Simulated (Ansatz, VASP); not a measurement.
Hg: VASP beside Ansatz

INCAR

```
PREC = Accurate ; ENCUT = 600
EDIFF = 1E-6 ; ISMEAR = 0
SIGMA = 0.1 ; LREAL = False
LASPH = True ; NELM = 100
ALGO = Normal ; ISIF = 3
LWAVE = False ; LCHARG = False
GGA = PS ; IBRION = 2
NSW = 100 ; EDIFFG = -0.01
```

The input KPOINTS:

```
regular mesh
0
Gamma
  9 9 12
```

Contents of POSCAR:

```
Hg
1.0
    5.9269821055      0.0000000000      0.0000000000
   -2.9634910528      5.1329170711      0.0000000000
    0.0000000000      0.0000000000      3.6334977255
Hg
3
Direct
    0.0000000000      0.0000000000      0.0000000000
    0.3333333333      0.6666666667      0.5000000000
    0.6666666667      0.3333333333      0.5000000000
```

Input for Ansatz:

```yaml
crystal:
  lattice:
    - [5.9269821055, 0.0, 0.0]
    - [-2.9634910528, 5.1329170711, 0.0]
    - [0.0, 0.0, 3.6334977255]
  atoms:
    - { symbol: Hg, position: [0.0, 0.0, 0.0] }
    - { symbol: Hg, position: [0.3333333333, 0.6666666667, 0.5] }
    - { symbol: Hg, position: [0.6666666667, 0.3333333333, 0.5] }
basis:
  ecutwfc: 420
kpoints:
  mp_grid: { grid: [9, 9, 12] }
hamiltonian:
  xc: pbesol
scf:
  occupations: { method: gaussian, width: 0.1 }
output:
  forces: true
  stress: true
  eigenvalues: true
relax:
  adjacent_minimum: "off"
  f_tol: 0.01
  max_steps: 80
  cell: { stress_tol: 0.05 }
```

Alike in both runs: task relaxation of cell and atoms; functional PBEsol; k mesh 9 × 9 × 12; occupations gaussian, width 0.1 eV; no spin polarisation.

|  | VASP | Ansatz |
| --- | --- | --- |
| version | VASP 6.6.1 | Ansatz 0.2.0 |
| potentials or method | VASP PAW PBE potentials, release 64 (Hg), cutoff 600 eV | scalar-relativistic, plane waves, PAW |
| valence electrons in the cell | 36 | 60 |

```tsv
	VASP	Ansatz	Ansatz less VASP
gap on the k mesh at the Fermi level, each at its own relaxed structure (eV)	none	none	-
relaxed volume (Å³/atom)	24.47	24.23	-0.247
relaxed length of the cell vector where the two differ most in proportion (Å)	3.093	3.079	-0.0140
```

VASP's potentials were made for PBE, not for PBEsol. A gap of «none» marks a metal or a gap that the smearing closes. VASP's potentials hold 36 valence electrons a cell and Ansatz's 60, so a difference there can come from the potentials and not from the codes.

Spin-orbit coupling is off throughout. Noted on VASP's run: the volume moved by over 15 % at a fixed basis, so the end points are rough.
